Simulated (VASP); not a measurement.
# Sn2TeS (R-3m) in VASP: single point with PBE

Aim: the single point of Sn2TeS with PBE.

All numbers are computed with VASP 6.6.1; they aren't measurements. Logs are shortened: lines on timing, memory, paths and dates and some standing lists are left out, and cuts for length are marked.

## 1. The cell of the first run

Symmetry: R-3m, No. 166, trigonal system. Conventional cell: a = 4.340 Å, b = 4.340 Å, c = 21.125 Å, α = 90.00°, β = 90.00°, γ = 120.00°. Sn (site symmetry 3m) has 3 S at 2.96 Å and 3 Te at 3.17 Å and 3 Sn at 4.02 Å within 4.1 Å. Te (site symmetry -3m) has 6 Sn at 3.17 Å and 6 S at 4.32 Å and 6 Te at 4.34 Å within 4.4 Å. Within 3.9 Å of S (site symmetry -3m) lie 6 Sn at 2.96 Å.

The cell was generated, and may not be a known phase.

## 2. Single point, PBE

Input file INCAR:

```
  PREC = Accurate
  ENCUT = 520
  EDIFF = 1E-7
  ISMEAR = 0
  SIGMA = 0.01
  LREAL = F
  LASPH = T
  NELM = 100
  ALGO = Normal
  ISIF = 2
  LWAVE = F
  LCHARG = T
  GGA = PE
  LELF = T
  LVHAR = T
  NBANDS = 28
```

Input file KPOINTS:

```
Automatic mesh
0
Gamma
  12 12 12
```

Input file POSCAR:

```
Sn2TeS
1.0
    2.1698263014      1.2527497992      7.0415052000
   -2.1698263014      1.2527497992      7.0415052000
    0.0000000000     -2.5054995984      7.0415052000
Sn Te S
2 1 1
Direct
    0.7411070000      0.7411070000      0.7411070000
    0.2588930000      0.2588930000      0.2588930000
    0.5000000000      0.5000000000      0.5000000000
    0.0000000000      0.0000000000      0.0000000000
```

Potentials or basis: VASP PAW PBE potentials, release 64 (Sn_d, Te, S).

Started as:

```
cat potpaw_PBE.64/Sn_d/POTCAR potpaw_PBE.64/Te/POTCAR potpaw_PBE.64/S/POTCAR > POTCAR
mpirun -np 1 vasp_std > vasp.out
```

OUTCAR:

```text
PREC = Accurate
   ENCUT = 520
   EDIFF = 1E-7
   ISMEAR = 0
   LREAL = F
   LASPH = T
   NELM = 100
   ISIF = 2
   GGA = PE

 ion  position               nearest neighbor table
   1  0.741  0.741  0.741-   4 2.96   4 2.96   4 2.96   3 3.17   3 3.17   3 3.17
   2  0.259  0.259  0.259-   4 2.96   4 2.96   4 2.96   3 3.17   3 3.17   3 3.17
   3  0.500  0.500  0.500-   2 3.17   1 3.17   2 3.17   2 3.17   1 3.17   1 3.17
   4  0.000  0.000  0.000-   1 2.96   2 2.96   1 2.96   1 2.96   2 2.96   2 2.96

  LATTYP: Found a trigonal (rhomboedric) cell.
 ALAT       =     7.4739764329
 COS(alpha) =     0.8314314753

  Lattice vectors:

 A1 = (   2.1698263014,   1.2527497992,   7.0415052000)
 A2 = (  -2.1698263014,   1.2527497992,   7.0415052000)
 A3 = (   0.0000000000,  -2.5054995984,   7.0415052000)

Analysis of symmetry for initial positions (statically):
=====================================================================
 Subroutine PRICEL returns:
 Original cell was already a primitive cell.

 Routine SETGRP: Setting up the symmetry group for a
 trigonal (rhombohedral) supercell.

 Subroutine GETGRP returns: Found 12 space group operations
 (whereof 12 operations were pure point group operations)
 out of a pool of 12 trial point group operations.

The static configuration has the point symmetry D_3d.

Analysis of symmetry for dynamics (positions and initial velocities):
=====================================================================
 Subroutine PRICEL returns:
 Original cell was already a primitive cell.

 Routine SETGRP: Setting up the symmetry group for a
 trigonal (rhombohedral) supercell.

 Subroutine GETGRP returns: Found 12 space group operations
 (whereof 12 operations were pure point group operations)
 out of a pool of 12 trial point group operations.

The dynamic configuration has the point symmetry D_3d.

 Subroutine INISYM returns: Found 12 space group operations
 (whereof 12 operations are pure point group operations),
 and found     1 'primitive' translations

----------------------------------------------------------------------------------------

                                     Primitive cell

  volume of cell :     114.8434

  direct lattice vectors                    reciprocal lattice vectors
     2.169826301  1.252749799  7.041505200     0.230433192  0.133040665  0.047338364
    -2.169826301  1.252749799  7.041505200    -0.230433192  0.133040665  0.047338364
     0.000000000 -2.505499598  7.041505200     0.000000000 -0.266081330  0.047338364

  length of vectors
     7.473976433  7.473976433  7.473976433     0.270259496  0.270259496  0.270259496

  position of ions in fractional coordinates (direct lattice)
     0.741107000  0.741107000  0.741107000
     0.258893000  0.258893000  0.258893000
     0.500000000  0.500000000  0.500000000
     0.000000000  0.000000000  0.000000000

  ion indices of the primitive-cell ions
   primitive index   ion index
                 1           1
                 2           2
                 3           3
                 4           4

----------------------------------------------------------------------------------------

 KPOINTS: Automatic mesh

Automatic generation of k-mesh.
 Grid dimensions read from file:
 generate k-points for:   12   12   12

 Generating k-lattice:

  Cartesian coordinates                     Fractional coordinates (reciprocal lattice)
     0.019202766  0.011086722  0.003944864     0.083333333 -0.000000000 -0.000000000
    -0.019202766  0.011086722  0.003944864    -0.000000000  0.083333333 -0.000000000
     0.000000000 -0.022173444  0.003944864    -0.000000000 -0.000000000  0.083333333

  Length of vectors
     0.022521625  0.022521625  0.022521625

  Shift w.r.t. Gamma in fractional coordinates (k-lattice)
     0.000000000  0.000000000  0.000000000

 Subroutine IBZKPT returns following result:
 ===========================================

 Found    189 irreducible k-points:

 Following reciprocal coordinates:
            Coordinates               Weight
  0.000000  0.000000  0.000000      1.000000
  0.083333  0.000000  0.000000      6.000000
  0.166667  0.000000  0.000000      6.000000
  0.250000  0.000000  0.000000      6.000000
  0.333333  0.000000  0.000000      6.000000
  0.416667  0.000000  0.000000      6.000000
[... 16 lines left out ...]
  0.500000  0.166667  0.000000     12.000000
 -0.416667  0.166667  0.000000     12.000000
 [... further k-points ...]
   k-points           NKPTS =    189   k-points in BZ     NKDIM =    189   number of bands    NBANDS=     28
   number of dos      NEDOS =    301   number of ions     NIONS =      4
   total plane-waves  NPLWV = 175616
   dimension x,y,z NGX =    56 NGY =   56 NGZ =   56
   dimension x,y,z NGXF=   112 NGYF=  112 NGZF=  112
   ions per type =               2   1   1
   NGX,Y,Z   is equivalent  to a cutoff of  12.46, 12.46, 12.46 a.u.
   NGXF,Y,Z  is equivalent  to a cutoff of  24.91, 24.91, 24.91 a.u.
 SYSTEM =  unknown system
   PREC   = accura    normal or accurate (medium, high low for compatibility)
   ISTART =      0    job   : 0-new  1-cont  2-samecut
   ICHARG =      2    charge: 1-file 2-atom 10-const
   ISPIN  =      1    spin polarized calculation?
   LNONCOLLINEAR =      F non collinear calculations
   LSORBIT =      F    spin-orbit coupling
   LASPH  =      T    aspherical Exc in radial PAW
   ENCUT  =  520.0 eV  38.22 Ry    6.18 a.u.  13.90 13.90 13.90*2*pi/ulx,y,z
   NELM   =    100;   NELMIN=  2; NELMDL= -5     # of ELM steps
   EDIFF  = 0.1E-06   stopping-criterion for ELM
   LREAL  =      F    real-space projection
   EDIFFG = 0.1E-05   stopping-criterion for IOM
   NSW    =      0    number of steps for IOM
   IBRION =     -1    ionic relax: 0-MD 1-quasi-New 2-CG
   NFREE  =      0    steps in history (QN), initial steepest desc. (CG)
   ISIF   =      2    stress and relaxation
   ISYM   =      2    0-nonsym 1-usesym 2-fastsym
   POTIM  = 0.5000    time-step for ionic-motion
   TEBEG  =    0.0;   TEEND  =   0.0 temperature during run
   PSTRESS=    0.0 pullay stress
   NELECT =      40.0000    total number of electrons
   NUPDOWN=      -1.0000    fix difference up-down
   EMIN   =  10.00;   EMAX   =-10.00  energy-range for DOS
   EFERMI =   0.00;   METHOD = LEGACY
   ISMEAR =     0;   SIGMA  =   0.01  broadening in eV -4-tet -1-fermi 0-gaus
   EFERMI_NEDOS =   21; number of points for ismear=-14 and -15
   IALGO  =     38    algorithm
   IMIX   =      4    mixing-type and parameters
     AMIX     =   0.40;   BMIX     =  1.00
     AMIX_MAG =   1.60;   BMIX_MAG =  1.00
  volume/ion in A,a.u.               =      28.71       193.75
  Fermi-wavevector in a.u.,A,eV,Ry     =   1.151842  2.176665 18.051385  1.326739
  Thomas-Fermi vector in A             =   2.288497
   LORBIT       =      0    0 simple, 1 ext, 2 COOP (PROOUT), +10 PAW based schemes
   GGA     = PE    functional components
   LHFCALC =     F    Hartree Fock is set to
   AEXX    =    0.0000 exact exchange contribution
   IVDW    =     0    specifies the selected vdW correction
   LEPSILON=     F    determine dielectric tensor
   LRPA    =     F    only Hartree local field effects (RPA)
 non-spin polarized calculation
 Gauss-broadening in eV      SIGMA  =   0.01
  energy-cutoff  :      520.00
  volume of cell :      114.84
 maximum number of plane-waves:      3109
   NGX = 27   NGY = 27   NGZ = 27

 number of electron      40.0000007 magnetization

 Free energy of the ion-electron system (eV)
  ---------------------------------------------------
  ext. energy  EPLUGINS =         0.00000000
  ---------------------------------------------------
  free energy    TOTEN  =       -16.25743624 eV

  energy without entropy =      -16.25743624  energy(sigma->0) =      -16.25743624

 E-fermi :   6.5495     XC(G=0):  -9.5063

 val. band max:        6.5109281798   @ k =   0.0000   0.0000   0.0000
 cond. band min:       6.6017134710   @ k =   0.5000   0.5000   0.0000
 fundamental gap:      0.0907852912
 Fermi energy:         6.5494568989

 k-point     1 :       0.0000    0.0000    0.0000
  band No.  band energies     occupation
      1     -15.4038      2.00000
      2     -15.4038      2.00000
      3     -15.4013      2.00000
      4     -15.4013      2.00000
      5     -15.3977      2.00000
      6     -15.3975      2.00000
[... 20 lines left out ...]
     27      11.7595      0.00000
     28      11.7859      0.00000

 k-point     2 :       0.0833    0.0000    0.0000
  band No.  band energies     occupation
      1     -15.4044      2.00000
      2     -15.4032      2.00000
      3     -15.4016      2.00000
      4     -15.4010      2.00000
      5     -15.3973      2.00000
      6     -15.3968      2.00000
[... 20 lines left out ...]
     27      11.5868      0.00000
     28      12.0175      0.00000

 k-point     3 :       0.1667    0.0000    0.0000
  band No.  band energies     occupation
      1     -15.4061      2.00000
      2     -15.4022      2.00000
      3     -15.4019      2.00000
      4     -15.3999      2.00000
      5     -15.3976      2.00000
      6     -15.3958      2.00000
[... 20 lines left out ...]
     27      11.2846      0.00000
     28      12.6075      0.00000

 k-point     4 :       0.2500    0.0000    0.0000
  band No.  band energies     occupation
      1     -15.4086      2.00000
      2     -15.4029      2.00000
      3     -15.4015      2.00000
      4     -15.3993      2.00000
      5     -15.3973      2.00000
      6     -15.3948      2.00000
[... 578 lines left out ...]
     27      11.5823      0.00000
     28      12.6101      0.00000

 k-point    23 :       0.5000    0.1667    0.0000
  band No.  band energies     occupation
      1     -15.4130      2.00000
      2     -15.4051      2.00000
      3     -15.4009      2.00000
      4     -15.4006      2.00000
      5     -15.3956      2.00000
      6     -15.3937      2.00000
[... 20 lines left out ...]
     27      11.7564      0.00000
     28      12.9384      0.00000

 k-point    24 :      -0.4167    0.1667    0.0000
  band No.  band energies     occupation
      1     -15.4137      2.00000
      2     -15.4046      2.00000
      3     -15.4015      2.00000
      4     -15.4008      2.00000
      5     -15.3954      2.00000
      6     -15.3921      2.00000
[... 20 lines left out ...]
     27      11.9850      0.00000
     28      12.7244      0.00000

 [... further k-points ...]
[... 5 lines left out ...]
  --------------------------------------------------------------------------------------
  -------------------------------------------------------------------------------------
  Total       -0.0312218     -0.0312218     -0.0189775      0.0000000      0.0000000      0.0000000
  in kB       -0.4355748     -0.4355748     -0.2647552      0.0000000      0.0000000      0.0000000
  external PRESSURE =      -0.3786349 kB  Pullay stress =       0.0000000 kB

 VOLUME and BASIS-vectors are now :
 -----------------------------------------------------------------------------
  energy-cutoff  :      520.00
  volume of cell :      114.84
      direct lattice vectors                 reciprocal lattice vectors
     2.169826301  1.252749799  7.041505200     0.230433192  0.133040665  0.047338364
    -2.169826301  1.252749799  7.041505200    -0.230433192  0.133040665  0.047338364
     0.000000000 -2.505499598  7.041505200     0.000000000 -0.266081330  0.047338364

 POSITION                                       TOTAL-FORCE (eV/Angst)
 -----------------------------------------------------------------------------------
      0.00000      0.00000     15.65553         0.000000      0.000000     -0.001400
      0.00000      0.00000      5.46899         0.000000      0.000000      0.001400
      0.00000      0.00000     10.56226        -0.000000      0.000000      0.000000
      0.00000      0.00000      0.00000         0.000000     -0.000000     -0.000000
 -----------------------------------------------------------------------------------
    total drift:                               -0.000000      0.000000     -0.000000

  FREE ENERGIE OF THE ION-ELECTRON SYSTEM (eV)
  ---------------------------------------------------
  free  energy   TOTEN  =       -16.2574362407 eV

  energy  without entropy=      -16.2574362407  energy(sigma->0) =      -16.25743624
```

It took 14 min on 1 thread of Intel Xeon Platinum 8488C (Sapphire Rapids), shared host; peak memory 0.85 GiB.

What came out:

| Property | Result |
| --- | --- |
| Free energy | -16.2574 eV |
| Pressure | 0.0 GPa |
| Band gap on the k mesh | 0.09 eV (least direct gap 0.13 eV) |

Caveat: semilocal functionals underestimate gaps, and a narrow one can read as zero; spin-orbit coupling is left out, which moves the levels of the heavy elements.
